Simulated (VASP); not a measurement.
# MgO (R-3m) in VASP: notebook, part 2 of 2

VASP 6.6.1. The steps go on from the part before.

### Step 3. Single point, LDA

This run uses another cell than the first one, of the same volume but with other edges.

INCAR

```
SYSTEM = MgO
  PREC = Accurate
  ENCUT = 520
  EDIFF = 1E-6
  ISMEAR = 0
  SIGMA = 0.05
  LREAL = .False.
  LASPH = .True.
  NELM = 80
  ALGO = Normal
  ISIF = 2
  LWAVE = .False.
  LCHARG = .True.
  GGA = CA
  LELF = .True.
  LVHAR = .True.
  NBANDS = 36
  ISYM = 0
```

KPOINTS

```
Automatic mesh
0
Gamma
  8 8 2
  0 0 0
```

POSCAR

```
MgO
1.0
   -3.4517839558      0.0000000000      0.0000000000
   -1.7258919779     -2.9893325941      0.0000000000
   -1.7258919779     -0.9964441980     12.4189476803
Mg O
6 6
Direct
    0.6388833333      0.6388833333      0.0833500000
    0.5277722222      0.5277722222      0.4166833333
    0.4166611111      0.4166611111      0.7500166667
    0.0277722222      0.0277722222      0.9166833333
    0.2499944444      0.2499944444      0.2500166667
    0.1388833333      0.1388833333      0.5833500000
    0.3611055556      0.3611055556      0.9166833333
    0.5833277778      0.5833277778      0.2500166667
    0.4722166667      0.4722166667      0.5833500000
    0.3055500000      0.3055500000      0.0833500000
    0.1944388889      0.1944388889      0.4166833333
    0.0833277778      0.0833277778      0.7500166667
```

Potentials or basis: VASP PAW LDA potentials, release 64 (Mg, O).

Started as:

```sh
cat potpaw_LDA.64/Mg/POTCAR potpaw_LDA.64/O/POTCAR > POTCAR
mpirun -np 1 vasp_std > vasp.out
```

OUTCAR:

```text
SYSTEM = MgO
   PREC = Accurate
   ENCUT = 520
   EDIFF = 1E-6
   ISMEAR = 0
   LREAL = .False.
   LASPH = .True.
   NELM = 80
   ISIF = 2
   GGA = CA
   ISYM = 0

 ion  position               nearest neighbor table
   1  0.639  0.639  0.083-  10 1.99  10 1.99  10 1.99   8 2.07   5 2.87   4 2.87   5 2.87   5 2.87
                             4 2.87   4 2.87
   2  0.528  0.528  0.417-  11 1.99  11 1.99  11 1.99   8 2.07   9 2.07   5 2.87   5 2.87   5 2.87
                             6 2.87   6 2.87   6 2.87
   3  0.417  0.417  0.750-  12 1.99  12 1.99  12 1.99   7 2.07   9 2.07   4 2.87   4 2.87   4 2.87
                             6 2.87   6 2.87   6 2.87
   4  0.028  0.028  0.917-   7 1.99   7 1.99   7 1.99  12 2.07   3 2.87   3 2.87   3 2.87   1 2.87
                             1 2.87   1 2.87
   5  0.250  0.250  0.250-   8 1.99   8 1.99   8 1.99  11 2.07  10 2.07   2 2.87   2 2.87   2 2.87
                             1 2.87   1 2.87   1 2.87
   6  0.139  0.139  0.583-   9 1.99   9 1.99   9 1.99  12 2.07  11 2.07   3 2.87   3 2.87   2 2.87
                             2 2.87   2 2.87   3 2.87
   7  0.361  0.361  0.917-   4 1.99   4 1.99   4 1.99   3 2.07
   8  0.583  0.583  0.250-   5 1.99   5 1.99   5 1.99   2 2.07   1 2.07
   9  0.472  0.472  0.583-   6 1.99   6 1.99   6 1.99   3 2.07   2 2.07
  10  0.306  0.306  0.083-   1 1.99   1 1.99   1 1.99   5 2.07
  11  0.194  0.194  0.417-   2 1.99   2 1.99   2 1.99   5 2.07   6 2.07
  12  0.083  0.083  0.750-   3 1.99   3 1.99   3 1.99   4 2.07   6 2.07

IMPORTANT INFORMATION: All symmetrisations will be switched off!
NOSYMM: (Re-)initialisation of all symmetry stuff for point group C_1.

----------------------------------------------------------------------------------------

                                     Primitive cell

  volume of cell :     128.1453

  direct lattice vectors                    reciprocal lattice vectors
    -3.451783956  0.000000000  0.000000000    -0.289705269  0.167261415 -0.026840707
    -1.725891978 -2.989332594  0.000000000     0.000000000 -0.334522830 -0.026840707
    -1.725891978 -0.996444198 12.418947680     0.000000000  0.000000000  0.080522120

  length of vectors
     3.451783956  3.451783956 12.577832311     0.335597896  0.335597896  0.080522120

[... 153 lines left out ...]
 non-spin polarized calculation
 Gauss-broadening in eV      SIGMA  =   0.05
  energy-cutoff  :      520.00
  volume of cell :      128.15
 maximum number of plane-waves:      3479
 NGX is ok and might be reduce to    28

 number of electron      48.0000018 magnetization

 Free energy of the ion-electron system (eV)
  ---------------------------------------------------
  ext. energy  EPLUGINS =         0.00000000
  ---------------------------------------------------
  free energy    TOTEN  =       -76.36446830 eV

  energy without entropy =      -76.36446830  energy(sigma->0) =      -76.36446830

 E-fermi :   3.4787     XC(G=0): -10.7555

 val. band max:        3.2606338758   @ k =  -0.3750   0.3750   0.5000
 cond. band min:       4.1948668980   @ k =   0.0000   0.0000   0.0000
 fundamental gap:      0.9342330222
 Fermi energy:         3.4787137325

 k-point     1 :       0.0000    0.0000    0.0000
  band No.  band energies     occupation
      1     -14.8990      2.00000
      2     -14.4388      2.00000
      3     -14.2867      2.00000
      4     -13.5843      2.00000
      5     -13.4160      2.00000
      6     -12.9542      2.00000
[... 925 lines left out ...]
     35      13.9021      0.00000
     36      14.2503      0.00000

 [... further k-points ...]
[... 5 lines left out ...]
  --------------------------------------------------------------------------------------
  -------------------------------------------------------------------------------------
  Total       -4.7676125     -4.7676591     11.5594748      0.0000234     -0.0000338     -0.0000498
  in kB      -59.6085958    -59.6091782    144.5260199      0.0002926     -0.0004227     -0.0006227
  external PRESSURE =       8.4360820 kB  Pullay stress =       0.0000000 kB

 VOLUME and BASIS-vectors are now :
 -----------------------------------------------------------------------------
  energy-cutoff  :      520.00
  volume of cell :      128.15
      direct lattice vectors                 reciprocal lattice vectors
    -3.451783956  0.000000000  0.000000000    -0.289705269  0.167261415 -0.026840707
    -1.725891978 -2.989332594  0.000000000     0.000000000 -0.334522830 -0.026840707
    -1.725891978 -0.996444198 12.418947680     0.000000000  0.000000000  0.080522120

 POSITION                                       TOTAL-FORCE (eV/Angst)
 -----------------------------------------------------------------------------------
     -3.45178     -1.99289      1.03512         0.000001      0.000001      1.697248
     -3.45178     -1.99289      5.17477         0.000005      0.000004      0.005144
     -3.45178     -1.99289      9.31442         0.000010      0.000006     -0.153995
     -1.72589     -0.99644     11.38424         0.000005      0.000003     -1.697190
     -1.72589     -0.99644      3.10494         0.000001      0.000001      0.154052
     -1.72589     -0.99644      7.24459         0.000001      0.000001     -0.005105
     -3.45178     -1.99289     11.38424        -0.000001     -0.000003     -4.146946
     -3.45178     -1.99289      3.10494        -0.000012     -0.000007     -0.029513
     -3.45178     -1.99289      7.24459        -0.000001     -0.000001     -0.004905
     -1.72589     -0.99644      1.03512        -0.000104     -0.000059      4.146990
     -1.72589     -0.99644      5.17477         0.000099      0.000058      0.005042
     -1.72589     -0.99644      9.31442        -0.000005     -0.000002      0.029177
 -----------------------------------------------------------------------------------
    total drift:                               -0.000058     -0.000037     -0.000256

  FREE ENERGIE OF THE ION-ELECTRON SYSTEM (eV)
  ---------------------------------------------------
  free  energy   TOTEN  =       -76.3644682973 eV

  energy  without entropy=      -76.3644682973  energy(sigma->0) =      -76.36446830
```

OSZICAR:

```text
N       E                     dE             d eps       ncg     rms          rms(c)
DAV:   1     0.237449183466E+03    0.23745E+03   -0.23091E+04  4896   0.120E+03
DAV:   2    -0.700032049111E+02   -0.30745E+03   -0.29173E+03  6352   0.261E+02
DAV:   3    -0.891696049183E+02   -0.19166E+02   -0.19058E+02  6076   0.677E+01
DAV:   4    -0.893157280591E+02   -0.14612E+00   -0.14602E+00  5892   0.674E+00
DAV:   5    -0.893169214566E+02   -0.11934E-02   -0.11932E-02  5996   0.588E-01    0.195E+01
DAV:   6    -0.770017049874E+02    0.12315E+02   -0.48110E+01  5620   0.335E+01    0.642E+00
DAV:   7    -0.766325587314E+02    0.36915E+00   -0.10014E+00  5540   0.558E+00    0.378E+00
DAV:   8    -0.763705510710E+02    0.26201E+00   -0.45668E-01  5932   0.483E+00    0.660E-01
DAV:   9    -0.763649759369E+02    0.55751E-02   -0.46017E-02  5896   0.113E+00    0.242E-01
DAV:  10    -0.763652243371E+02   -0.24840E-03   -0.72032E-03  5848   0.460E-01    0.194E-01
DAV:  11    -0.763645361521E+02    0.68819E-03   -0.25272E-03  6040   0.364E-01    0.655E-02
DAV:  12    -0.763644821897E+02    0.53962E-04   -0.78512E-04  5952   0.181E-01    0.127E-02
DAV:  13    -0.763644746448E+02    0.75449E-05   -0.49861E-05  5992   0.726E-02    0.153E-02
DAV:  14    -0.763644684230E+02    0.62218E-05   -0.30075E-05  5868   0.505E-02    0.555E-03
DAV:  15    -0.763644682973E+02    0.12573E-06   -0.70772E-06  5908   0.162E-02
   1 F= -.76364468E+02 E0= -.76364468E+02  d E =-.107276E-10
```

It took 7.1 min on 1 thread of Oxide Virtual Turin-like, shared host; peak memory 0.33 GiB.

What came out:

```
Free energy            : -76.3645 eV
Pressure               : 0.8 GPa
Largest force          : 4.147 eV/Å
Band gap on the k mesh : 0.93 eV, indirect (least direct gap 0.99 eV)
```

Forces on the atoms (eV/Å):
```
Mg   0.000  0.000  1.697
Mg   0.000  0.000  0.005
Mg   0.000  0.000 -0.154
Mg   0.000  0.000 -1.697
Mg   0.000  0.000  0.154
Mg   0.000  0.000 -0.005
O    0.000  0.000 -4.147
O    0.000  0.000 -0.030
O    0.000  0.000 -0.005
O    0.000  0.000  4.147
O    0.000  0.000  0.005
O    0.000  0.000  0.029
```

Stress tensor (GPa, compression positive):
```
-5.96  0.00  0.00
 0.00 -5.96  0.00
 0.00  0.00 14.45
```

Levels at points of the mesh, in eV from the valence-band top:
| k point | band 22 | band 23 | band 24 | band 25 | band 26 | band 27 |
| --- | --- | --- | --- | --- | --- | --- |
| (0.00, 0.00, 0.00) | -1.99 | -1.99 | -0.06 | 0.93 | 3.17 | 3.92 |
| (0.50, 0.00, 0.00) | -1.89 | -1.86 | -0.06 | 3.85 | 5.05 | 5.79 |
| (0.00, 0.50, 0.00) | -1.89 | -1.86 | -0.06 | 3.85 | 5.05 | 5.79 |
| (0.50, 0.50, 0.00) | -1.95 | -1.71 | -0.07 | 3.85 | 5.06 | 5.85 |
| (0.00, 0.00, 0.50) | -1.94 | -1.75 | -0.26 | 1.08 | 2.92 | 4.53 |
| (0.50, 0.00, 0.50) | -1.95 | -1.71 | -0.07 | 3.85 | 5.06 | 5.85 |
| (0.00, 0.50, 0.50) | -1.95 | -1.71 | -0.07 | 3.85 | 5.06 | 5.85 |
| (0.50, 0.50, 0.50) | -1.89 | -1.86 | -0.06 | 3.85 | 5.05 | 5.79 |

Caveat: forces of over 1 eV/Å act on the atoms, so gaps and moduli don't describe the material at rest. A k mesh can miss the band edges.
